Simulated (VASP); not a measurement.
# TaN (P-6m2) in VASP: notebook, part 2 of 3

VASP 6.6.1.

## (3) Electric field gradients, PBE (equal xx and yy strain of +1 %)

INCAR

```
SYSTEM = TaN
PREC = Accurate
ENCUT = 520
EDIFF = 1E-8
ISMEAR = -1
SIGMA = 0.02
LREAL = .False.
LASPH = .True.
NELM = 100
ALGO = Normal
ISIF = 2
LWAVE = .False.
LCHARG = .False.
GGA = PE
LEFG = .True.
NBANDS = 15
```

KPOINTS

```
Automatic mesh
0
Gamma
  12 12 10
  0 0 0
```

POSCAR

```
TaN
1.0
    2.9673788470      0.0000000000      0.0000000000
   -1.4836894235      2.5698254642      0.0000000000
    0.0000000000      0.0000000000      2.8830000000
Ta N
1 1
Direct
    0.3333333333      0.6666666667      0.5000000000
    0.0000000000      0.0000000000      0.0000000000
```

Potentials or basis: VASP PAW PBE potentials, release 64 (Ta_pv, N).

Run with:

```
$ cat potpaw_PBE.64/Ta_pv/POTCAR potpaw_PBE.64/N/POTCAR > POTCAR
$ mpirun -np 1 vasp_std > vasp.out
```

OUTCAR:

```text
SYSTEM = TaN
   PREC = Accurate
   ENCUT = 520
   EDIFF = 1E-8
   ISMEAR = -1
   LREAL = .False.
   LASPH = .True.
   NELM = 100
   ISIF = 2
   GGA = PE

 ion  position               nearest neighbor table
   1  0.333  0.667  0.500-   2 2.24   2 2.24   2 2.24   2 2.24   2 2.24   2 2.24
   2  0.000  0.000  0.000-   1 2.24   1 2.24   1 2.24   1 2.24   1 2.24   1 2.24

  LATTYP: Found a hexagonal cell.
 ALAT       =     2.9673788470
 C/A-ratio  =     0.9715645183

  Lattice vectors:

 A1 = (   2.9673788470,   0.0000000000,   0.0000000000)
 A2 = (  -1.4836894235,   2.5698254642,   0.0000000000)
 A3 = (   0.0000000000,   0.0000000000,   2.8830000000)

Analysis of symmetry for initial positions (statically):
=====================================================================
 Subroutine PRICEL returns:
 Original cell was already a primitive cell.

 Routine SETGRP: Setting up the symmetry group for a
 hexagonal supercell.

 Subroutine GETGRP returns: Found 12 space group operations
 (whereof 12 operations were pure point group operations)
 out of a pool of 24 trial point group operations.

The static configuration has the point symmetry D_3h.

Analysis of symmetry for dynamics (positions and initial velocities):
=====================================================================
 Subroutine PRICEL returns:
 Original cell was already a primitive cell.

 Routine SETGRP: Setting up the symmetry group for a
 hexagonal supercell.

 Subroutine GETGRP returns: Found 12 space group operations
 (whereof 12 operations were pure point group operations)
 out of a pool of 24 trial point group operations.

The dynamic configuration has the point symmetry D_3h.

 Subroutine INISYM returns: Found 12 space group operations
 (whereof 12 operations are pure point group operations),
 and found     1 'primitive' translations

----------------------------------------------------------------------------------------

                                     Primitive cell

  volume of cell :      21.9847

  direct lattice vectors                    reciprocal lattice vectors
     2.967378847  0.000000000  0.000000000     0.336997752  0.194565743  0.000000000
    -1.483689423  2.569825464  0.000000000     0.000000000  0.389131485  0.000000000
     0.000000000  0.000000000  2.883000000     0.000000000  0.000000000  0.346860909

  length of vectors
     2.967378847  2.967378847  2.883000000     0.389131485  0.389131485  0.346860909

  position of ions in fractional coordinates (direct lattice)
     0.333333333  0.666666667  0.500000000
     0.000000000  0.000000000  0.000000000

  ion indices of the primitive-cell ions
   primitive index   ion index
                 1           1
                 2           2

----------------------------------------------------------------------------------------

 KPOINTS: Automatic mesh

Automatic generation of k-mesh.
 Grid dimensions read from file:
 generate k-points for:   12   12   10

[... 80 lines left out ...]
   IALGO  =     38    algorithm
   IMIX   =      4    mixing-type and parameters
     AMIX     =   0.40;   BMIX     =  1.00
     AMIX_MAG =   1.60;   BMIX_MAG =  1.00
  volume/ion in A,a.u.               =      10.99        74.18
  Fermi-wavevector in a.u.,A,eV,Ry     =   1.472565  2.782744 29.503512  2.168447
  Thomas-Fermi vector in A             =   2.587564
   LORBIT       =      0    0 simple, 1 ext, 2 COOP (PROOUT), +10 PAW based schemes
   GGA     = PE    functional components
   LHFCALC =     F    Hartree Fock is set to
   AEXX    =    0.0000 exact exchange contribution
   IVDW    =     0    specifies the selected vdW correction
   LEPSILON=     F    determine dielectric tensor
   LRPA    =     F    only Hartree local field effects (RPA)
 non-spin polarized calculation
  energy-cutoff  :      520.00
  volume of cell :       21.98
 maximum number of plane-waves:       611
 NGX is ok and might be reduce to    24
   NGX = 11   NGY = 11   NGZ = 11

 number of electron      15.9999999 magnetization

 Free energy of the ion-electron system (eV)
  ---------------------------------------------------
  ext. energy  EPLUGINS =         0.00000000
  ---------------------------------------------------
  free energy    TOTEN  =       -22.44282654 eV

  energy without entropy =      -22.44275361  energy(sigma->0) =      -22.44279007

 E-fermi :   8.1420     XC(G=0): -13.2351

 val. band max:        8.0555393474   @ k =   0.0000   0.0000   0.4000
 cond. band min:       8.1474115745   @ k =   0.3333   0.3333   0.0000
 fundamental gap:      0.0918722271
 Fermi energy:         8.1419736330

 k-point     1 :       0.0000    0.0000    0.0000
  band No.  band energies     occupation
      1     -26.8306      2.00000
      2     -26.6123      2.00000
      3     -26.6123      2.00000
      4      -9.5928      2.00000
      5       3.4953      2.00000
      6       3.4953      2.00000
      7       3.9570      2.00000
      8       5.2078      2.00000
      9      10.0318      0.00000
     10      11.5977      0.00000
     11      11.5977      0.00000
     12      11.9616      0.00000
     13      11.9616      0.00000
     14      21.0363      0.00000
[... 401 lines left out ...]
      2     -26.8182      2.00000
      3     -26.7632      2.00000
      4      -7.9281      2.00000
      5       0.5905      2.00000
      6       3.1599      2.00000
      7       4.3778      2.00000
      8       5.4038      2.00000
      9      10.6423      0.00000
     10      10.9603      0.00000
     11      12.4978      0.00000
     12      12.9431      0.00000
     13      14.9300      0.00000
     14      20.9641      0.00000
     15      21.3639      0.00000

 [... further k-points ...]

------------------------ aborting loop because EDIFF is reached ----------------------------------------

  FORCE on cell =-STRESS in cart. coord.  units (eV):
  Direction    XX          YY          ZZ          XY          YZ          ZX
  --------------------------------------------------------------------------------------
  -------------------------------------------------------------------------------------
  Total       -0.4724167     -0.4724167      0.4350743      0.0000000      0.0000000      0.0000000
  in kB      -34.4282166    -34.4282166     31.7068271      0.0000000      0.0000000      0.0000000
  external PRESSURE =     -12.3832020 kB  Pullay stress =       0.0000000 kB

 VOLUME and BASIS-vectors are now :
 -----------------------------------------------------------------------------
  energy-cutoff  :      520.00
  volume of cell :       21.98
      direct lattice vectors                 reciprocal lattice vectors
     2.967378847  0.000000000  0.000000000     0.336997752  0.194565743  0.000000000
    -1.483689423  2.569825464  0.000000000     0.000000000  0.389131485  0.000000000
     0.000000000  0.000000000  2.883000000     0.000000000  0.000000000  0.346860909

 POSITION                                       TOTAL-FORCE (eV/Angst)
 -----------------------------------------------------------------------------------
     -0.00000      1.71322      1.44150         0.000000     -0.000000      0.000000
      0.00000      0.00000      0.00000        -0.000000      0.000000      0.000000
 -----------------------------------------------------------------------------------
    total drift:                                0.000000     -0.000000     -0.000000

  FREE ENERGIE OF THE ION-ELECTRON SYSTEM (eV)
  ---------------------------------------------------
  free  energy   TOTEN  =       -22.4428265375 eV

  energy  without entropy=      -22.4427536076  energy(sigma->0) =      -22.44279007

 Electric field gradients (V/A^2)
---------------------------------------------------------------------
 ion       V_xx      V_yy      V_zz      V_xy      V_xz      V_yz
---------------------------------------------------------------------
   1      -8.011    -8.011    16.022     0.000     0.000    -0.000
   2       0.440     0.441    -0.881     0.001     0.000     0.000
---------------------------------------------------------------------

 Electric field gradients after diagonalization (V/A^2)
 (convention: |V_zz| > |V_xx| > |V_yy|)
----------------------------------------------------------------------
 ion       V_xx      V_yy      V_zz     asymmetry (V_yy - V_xx)/ V_zz
----------------------------------------------------------------------
   1      -8.011    -8.011    16.022       0.000
   2       0.442     0.439    -0.881       0.003
----------------------------------------------------------------------

           NMR quadrupolar parameters

 Cq : quadrupolar parameter    Cq=e*Q*V_zz/h
 eta: asymmetry parameters     (V_yy - V_xx)/ V_zz
 Q  : nuclear electric quadrupole moment in mb (millibarn)
----------------------------------------------------------------------
 ion       Cq(MHz)       eta       Q (mb)
----------------------------------------------------------------------
   1       0.039       0.000       1.000
   2      -0.002       0.003       1.000
----------------------------------------------------------------------
```

OSZICAR:

```text
N       E                     dE             d eps       ncg     rms          rms(c)
DAV:   1     0.928719201204E+02    0.92872E+02   -0.87075E+03  3420   0.112E+03
DAV:   2    -0.221440571605E+02   -0.11502E+03   -0.10820E+03  4120   0.307E+02
DAV:   3    -0.249883538324E+02   -0.28443E+01   -0.28286E+01  3854   0.451E+01
DAV:   4    -0.250003302026E+02   -0.11976E-01   -0.11974E-01  4519   0.317E+00
DAV:   5    -0.250004017611E+02   -0.71558E-04   -0.71555E-04  3917   0.232E-01    0.227E+01
DAV:   6    -0.225414512706E+02    0.24590E+01   -0.40852E+00  4414   0.237E+01    0.946E+00
DAV:   7    -0.224713621362E+02    0.70089E-01   -0.54394E-01  3903   0.615E+00    0.674E+00
DAV:   8    -0.224514883823E+02    0.19874E-01   -0.17502E-01  4120   0.353E+00    0.167E+00
DAV:   9    -0.224428318728E+02    0.86565E-02   -0.17680E-02  3889   0.111E+00    0.187E-01
DAV:  10    -0.224428867745E+02   -0.54902E-04   -0.11836E-03  4281   0.377E-01    0.106E-01
DAV:  11    -0.224428271390E+02    0.59635E-04   -0.78101E-05  3987   0.895E-02    0.164E-02
DAV:  12    -0.224428266169E+02    0.52213E-06   -0.99155E-06  3931   0.280E-02    0.361E-03
DAV:  13    -0.224428266235E+02   -0.65870E-08   -0.10440E-07  4162   0.297E-03    0.318E-03
DAV:  14    -0.224428265372E+02    0.86251E-07   -0.44550E-08  4113   0.180E-03    0.186E-04
DAV:  15    -0.224428265375E+02   -0.23033E-09   -0.15597E-09  1843   0.361E-04
   1 F= -.22442827E+02 E0= -.22442790E+02  d E =-.729298E-04
```

Run time: 16 s. Hardware: 1 thread of Intel Xeon Platinum 8559C (Emerald Rapids), shared host; peak memory 0.16 GiB.

What came out:

```
Free energy            : -22.4428 eV
Pressure               : -1.2 GPa
Band gap on the k mesh : zero (band 8 reaches 8.45 eV, above the bottom of band 9 at 7.98 eV)
```

Stress tensor (GPa, compression positive):
```
-3.44  0.00  0.00
 0.00 -3.44  0.00
 0.00  0.00  3.17
```

Electric field gradients, principal values (V/Å²):
```csv
atom,least,middle,greatest (by size)
1 Ta,-8.011,-8.011,16.022
2 N,0.439,0.442,-0.881
```

Caveat: the cell differs from its parent crystal (equal xx and yy strain of +1 %); without QUAD_EFG the Cq values of the log hold for a quadrupole moment of 1 mb, not for the nuclei; spin-orbit coupling is left out, which moves the levels of the heavy elements.

(Continued in part 3 of 3.)
